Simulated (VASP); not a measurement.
# As (R-3m) in VASP: single point with LDA

Aim: the single point of As with LDA.

All numbers are computed with VASP 6.6.1; they aren't measurements. Logs are shortened: lines on timing, memory, paths and dates and some standing lists are left out, and cuts for length are marked.

## (1) The cell of the first run

Symmetry: R-3m, No. 166, trigonal system. The conventional cell has a = 3.759 Å, b = 3.759 Å, c = 9.984 Å, α = 90.00°, β = 90.00°, γ = 120.00°. As (site symmetry 3m) has 6 As at 2.52 to 2.99 Å within 3.3 Å.

## (2) Single point, LDA

Contents of POSCAR:

```
As
1.0
    1.8797242401      1.0852592960      3.3279469364
   -1.8797242401      1.0852592960      3.3279469364
    0.0000000000     -2.1705185921      3.3279469364
As
2
Direct
    0.2306122151      0.2306122151      0.2306122151
    0.7693877849      0.7693877849      0.7693877849
```

Contents of INCAR.step1:

```
PREC     = Accurate       # precision mode
ENCUT    = 520            # plane-wave cutoff, eV
EDIFF    = 1E-7           # SCF threshold, eV
ISMEAR   = 0              # smearing method
SIGMA    = 0.05           # smearing width, eV
LREAL    = F              # projectors in reciprocal space
LASPH    = T              # aspherical terms in the spheres
NELM     = 80             # most SCF steps
ALGO     = Normal         # electronic algorithm
ISIF     = 2              # what is computed and relaxed
LWAVE    = F              # write WAVECAR
LCHARG   = T              # write CHGCAR
NBANDS   = 12             # bands
```

Contents of KPOINTS.step1:

```
Automatic mesh
0
Gamma
  14 14 14
```

Contents of INCAR.step2:

```
PREC     = Accurate       # precision mode
ENCUT    = 520            # plane-wave cutoff, eV
EDIFF    = 1E-7           # SCF threshold, eV
ISMEAR   = -5             # smearing method
SIGMA    = 0.05           # smearing width, eV
LREAL    = F              # projectors in reciprocal space
LASPH    = T              # aspherical terms in the spheres
NELM     = 80             # most SCF steps
ALGO     = Normal         # electronic algorithm
ISIF     = 2              # what is computed and relaxed
LWAVE    = F              # write WAVECAR
LCHARG   = F              # write CHGCAR
LORBIT   = 11             # projections on sites
NEDOS    = 1001           # points of the DOS
ICHARG   = 11             # starting density
```

Contents of KPOINTS.step2:

```
Automatic mesh
0
Gamma
  21 21 21
```

Potentials or basis: VASP PAW LDA potentials, release 64 (As).

Launch:

```
cat potpaw_LDA.64/As/POTCAR > POTCAR
cp INCAR.step1 INCAR
cp KPOINTS.step1 KPOINTS
mpirun -np 1 vasp_std > vasp.out
cp INCAR.step2 INCAR
cp KPOINTS.step2 KPOINTS
mpirun -np 1 vasp_std > vasp.out
```

OUTCAR:

```text
PREC = Accurate
   ENCUT = 520
   EDIFF = 1E-7
   ISMEAR = -5
   LREAL = F
   LASPH = T
   NELM = 80
   ISIF = 2
   LORBIT = 11
   ICHARG = 11

 ion  position               nearest neighbor table
   1  0.231  0.231  0.231-   2 2.52   2 2.52   2 2.52
   2  0.769  0.769  0.769-   1 2.52   1 2.52   1 2.52

  LATTYP: Found a trigonal (rhomboedric) cell.
 ALAT       =     3.9732079948
 COS(alpha) =     0.5523530002

  Lattice vectors:

 A1 = (   1.8797242401,   1.0852592960,   3.3279469364)
 A2 = (  -1.8797242401,   1.0852592960,   3.3279469364)
 A3 = (   0.0000000000,  -2.1705185921,   3.3279469364)

Analysis of symmetry for initial positions (statically):
=====================================================================
 Subroutine PRICEL returns:
 Original cell was already a primitive cell.

 Routine SETGRP: Setting up the symmetry group for a
 trigonal (rhombohedral) supercell.

 Subroutine GETGRP returns: Found 12 space group operations
 (whereof 12 operations were pure point group operations)
 out of a pool of 12 trial point group operations.

The static configuration has the point symmetry D_3d.

Analysis of symmetry for dynamics (positions and initial velocities):
=====================================================================
 Subroutine PRICEL returns:
 Original cell was already a primitive cell.

 Routine SETGRP: Setting up the symmetry group for a
 trigonal (rhombohedral) supercell.

 Subroutine GETGRP returns: Found 12 space group operations
 (whereof 12 operations were pure point group operations)
 out of a pool of 12 trial point group operations.

The dynamic configuration has the point symmetry D_3d.

 Subroutine INISYM returns: Found 12 space group operations
 (whereof 12 operations are pure point group operations),
 and found     1 'primitive' translations

----------------------------------------------------------------------------------------

                                     Primitive cell

  volume of cell :      40.7338

  direct lattice vectors                    reciprocal lattice vectors
     1.879724240  1.085259296  3.327946936     0.265996463  0.153573130  0.100161853
    -1.879724240  1.085259296  3.327946936    -0.265996463  0.153573130  0.100161853
     0.000000000 -2.170518592  3.327946936     0.000000000 -0.307146259  0.100161853

  length of vectors
     3.973207995  3.973207995  3.973207995     0.323065352  0.323065352  0.323065352

  position of ions in fractional coordinates (direct lattice)
     0.230612215  0.230612215  0.230612215
     0.769387785  0.769387785  0.769387785

  ion indices of the primitive-cell ions
   primitive index   ion index
                 1           1
                 2           2

----------------------------------------------------------------------------------------

 KPOINTS: Automatic mesh

Automatic generation of k-mesh.
 Grid dimensions read from file:
 generate k-points for:   21   21   21

 Generating k-lattice:

  Cartesian coordinates                     Fractional coordinates (reciprocal lattice)
     0.012666498  0.007313006  0.004769612     0.047619048  0.000000000 -0.000000000
    -0.012666498  0.007313006  0.004769612     0.000000000  0.047619048 -0.000000000
     0.000000000 -0.014626012  0.004769612    -0.000000000 -0.000000000  0.047619048

  Length of vectors
     0.015384064  0.015384064  0.015384064

  Shift w.r.t. Gamma in fractional coordinates (k-lattice)
     0.000000000  0.000000000  0.000000000

 TETIRR: Found   4641 inequivalent tetrahedra from    55566

 Subroutine IBZKPT returns following result:
 ===========================================

 Found    891 irreducible k-points:

 Following reciprocal coordinates:
            Coordinates               Weight
  0.000000  0.000000  0.000000      1.000000
  0.047619 -0.000000  0.000000      6.000000
  0.095238 -0.000000 -0.000000      6.000000
  0.142857  0.000000 -0.000000      6.000000
  0.190476 -0.000000 -0.000000      6.000000
  0.238095  0.000000 -0.000000      6.000000
[... 16 lines left out ...]
 -0.428571  0.047619  0.000000     12.000000
 -0.380952  0.047619  0.000000     12.000000
 [... further k-points ...]
   k-points           NKPTS =    891   k-points in BZ     NKDIM =    891   number of bands    NBANDS=      9
   number of dos      NEDOS =   1001   number of ions     NIONS =      2
   total plane-waves  NPLWV =  27000
   dimension x,y,z NGX =    30 NGY =   30 NGZ =   30
   dimension x,y,z NGXF=    60 NGYF=   60 NGZF=   60
   ions per type =               2
   NGX,Y,Z   is equivalent  to a cutoff of  12.55, 12.55, 12.55 a.u.
   NGXF,Y,Z  is equivalent  to a cutoff of  25.11, 25.11, 25.11 a.u.
 SYSTEM =  unknown system
   PREC   = accura    normal or accurate (medium, high low for compatibility)
   ISTART =      0    job   : 0-new  1-cont  2-samecut
   ICHARG =     11    charge: 1-file 2-atom 10-const
   ISPIN  =      1    spin polarized calculation?
   LNONCOLLINEAR =      F non collinear calculations
   LSORBIT =      F    spin-orbit coupling
   LASPH  =      T    aspherical Exc in radial PAW
   ENCUT  =  520.0 eV  38.22 Ry    6.18 a.u.   7.39  7.39  7.39*2*pi/ulx,y,z
   NELM   =     80;   NELMIN=  2; NELMDL=  0     # of ELM steps
   EDIFF  = 0.1E-06   stopping-criterion for ELM
   LREAL  =      F    real-space projection
   EDIFFG = 0.1E-05   stopping-criterion for IOM
   NSW    =      0    number of steps for IOM
   IBRION =     -1    ionic relax: 0-MD 1-quasi-New 2-CG
   NFREE  =      0    steps in history (QN), initial steepest desc. (CG)
   ISIF   =      2    stress and relaxation
   ISYM   =      2    0-nonsym 1-usesym 2-fastsym
   POTIM  = 0.5000    time-step for ionic-motion
   TEBEG  =    0.0;   TEEND  =   0.0 temperature during run
   PSTRESS=    0.0 pullay stress
   NELECT =      10.0000    total number of electrons
   NUPDOWN=      -1.0000    fix difference up-down
   EMIN   =  10.00;   EMAX   =-10.00  energy-range for DOS
   EFERMI =   0.00;   METHOD = LEGACY
   ISMEAR =    -5;   SIGMA  =   0.05  broadening in eV -4-tet -1-fermi 0-gaus
   EFERMI_NEDOS =   21; number of points for ismear=-14 and -15
   IALGO  =     38    algorithm
   IMIX   =      4    mixing-type and parameters
     AMIX     =   0.40;   BMIX     =  1.00
     AMIX_MAG =   1.60;   BMIX_MAG =  1.00
  volume/ion in A,a.u.               =      20.37       137.44
  Fermi-wavevector in a.u.,A,eV,Ry     =   1.025077  1.937114 14.296763  1.050782
  Thomas-Fermi vector in A             =   2.158898
   LORBIT       =     11    0 simple, 1 ext, 2 COOP (PROOUT), +10 PAW based schemes
   GGA     = CA    functional components
   LHFCALC =     F    Hartree Fock is set to
   AEXX    =    0.0000 exact exchange contribution
   IVDW    =     0    specifies the selected vdW correction
   LEPSILON=     F    determine dielectric tensor
   LRPA    =     F    only Hartree local field effects (RPA)
 non-spin polarized calculation
 Fermi weights with tetrahedron method with Bloechl corrections
  energy-cutoff  :      520.00
  volume of cell :       40.73
 maximum number of plane-waves:      1110
 NGX is ok and might be reduce to    30

 number of electron      10.0000001 magnetization

 Free energy of the ion-electron system (eV)
  ---------------------------------------------------
  ext. energy  EPLUGINS =         0.00000000
  ---------------------------------------------------
  free energy    TOTEN  =       -10.78064147 eV

  energy without entropy =      -10.78064147  energy(sigma->0) =      -10.78064147

 E-fermi :   6.0204     XC(G=0): -10.4170

 val. band max:        6.0743073295   @ k =   0.3810   0.1429   0.1429
 cond. band min:       5.9053279703   @ k =   0.4286   0.0476   0.0476
 fundamental gap:     -0.1689793592
 Fermi energy:         6.0204022283

 k-point     1 :       0.0000    0.0000    0.0000
  band No.  band energies     occupation
      1      -9.3275      2.00000
      2       0.5308      2.00000
      3       3.6112      2.00000
      4       3.8952      2.00000
      5       3.8952      2.00000
      6       8.1642      0.00000
      7       9.1887      0.00000
      8       9.1887      0.00000
      9      12.4803      0.00000

 k-point     2 :       0.0476   -0.0000    0.0000
  band No.  band energies     occupation
      1      -9.2962      2.00000
      2       0.3833      2.00000
      3       3.6290      2.00000
      4       3.8799      2.00000
      5       3.9273      2.00000
      6       8.1946      0.00000
      7       9.1116      0.00000
      8       9.1357      0.00000
      9      12.2921      0.00000

 k-point     3 :       0.0952   -0.0000   -0.0000
  band No.  band energies     occupation
      1      -9.2023      2.00000
      2      -0.0167      2.00000
      3       3.6296      2.00000
      4       3.8367      2.00000
      5       4.0493      2.00000
      6       8.2357      0.00000
      7       8.9081      0.00000
      8       8.9722      0.00000
      9      11.8890      0.00000

 k-point     4 :       0.1429    0.0000   -0.0000
  band No.  band energies     occupation
      1      -9.0462      2.00000
      2      -0.5865      2.00000
      3       3.5928      2.00000
      4       3.7732      2.00000
      5       4.2377      2.00000
      6       8.1617      0.00000
      7       8.6346      0.00000
      8       8.7041      0.00000
      9      11.6417      0.00000
[... 205 lines left out ...]
 k-point    22 :      -0.4762    0.0476    0.0000
  band No.  band energies     occupation
      1      -6.3972      2.00000
      2      -5.3964      2.00000
      3       3.1021      2.00000
      4       3.5902      2.00000
      5       5.2958      2.00000
      6       6.0258      0.36676
      7       6.3542      0.00000
      8       7.3259      0.00000
      9      15.1773      0.00000

 k-point    23 :      -0.4286    0.0476    0.0000
  band No.  band energies     occupation
      1      -6.7205      2.00000
      2      -5.0147      2.00000
      3       3.0759      2.00000
      4       3.6920      2.00000
      5       5.1967      2.00000
      6       6.1111      0.01483
      7       6.3272      0.00000
      8       7.4540      0.00000
      9      14.3858      0.00000

 k-point    24 :      -0.3810    0.0476    0.0000
  band No.  band energies     occupation
      1      -7.1882      2.00000
      2      -4.3986      2.00000
      3       3.0675      2.00000
      4       3.7683      2.00000
      5       5.0758      2.00000
      6       6.2730      0.00000
      7       6.4422      0.00000
      8       7.6564      0.00000
      9      13.6250      0.00000

 [... further k-points ...]
[... 5 lines left out ...]
  --------------------------------------------------------------------------------------
  -------------------------------------------------------------------------------------
  Total        0.1425994      0.1425994      0.0928833      0.0000000     -0.0000000      0.0000000
  in kB        5.6088380      5.6088380      3.6533646      0.0000000     -0.0000000      0.0000000
  external PRESSURE =       4.9570135 kB  Pullay stress =       0.0000000 kB

 VOLUME and BASIS-vectors are now :
 -----------------------------------------------------------------------------
  energy-cutoff  :      520.00
  volume of cell :       40.73
      direct lattice vectors                 reciprocal lattice vectors
     1.879724240  1.085259296  3.327946936     0.265996463  0.153573130  0.100161853
    -1.879724240  1.085259296  3.327946936    -0.265996463  0.153573130  0.100161853
     0.000000000 -2.170518592  3.327946936     0.000000000 -0.307146259  0.100161853

 POSITION                                       TOTAL-FORCE (eV/Angst)
 -----------------------------------------------------------------------------------
      0.00000     -0.00000      2.30240         0.000000     -0.000000      0.053062
      0.00000     -0.00000      7.68145         0.000000      0.000000     -0.053062
 -----------------------------------------------------------------------------------
    total drift:                                0.000000      0.000000      0.000000

  FREE ENERGIE OF THE ION-ELECTRON SYSTEM (eV)
  ---------------------------------------------------
  free  energy   TOTEN  =       -10.7806414726 eV

  energy  without entropy=      -10.7806414726  energy(sigma->0) =      -10.78064147

 total charge

# of ion       s       p       d       tot
------------------------------------------
    1        1.307   1.370   0.054   2.730
    2        1.307   1.370   0.054   2.730
--------------------------------------------------
tot          2.614   2.740   0.107   5.461
```

It took 1.9 min on 1 thread of Intel Xeon 6975P-C (Granite Rapids), shared host; peak memory 0.41 GiB.

What came out:

```yaml
Valence_electrons_inside_the_program's_atomic_spheres: As 2.73
```

Levels at points of the mesh, in eV from the Fermi level:
| k point | band 3 | band 4 | band 5 | band 6 | band 7 | band 8 |
| --- | --- | --- | --- | --- | --- | --- |
| (0.00, 0.00, 0.00) | -2.41 | -2.13 | -2.13 | 2.14 | 3.17 | 3.17 |

Caveat: tetrahedron occupations give inexact forces and stress in metals.
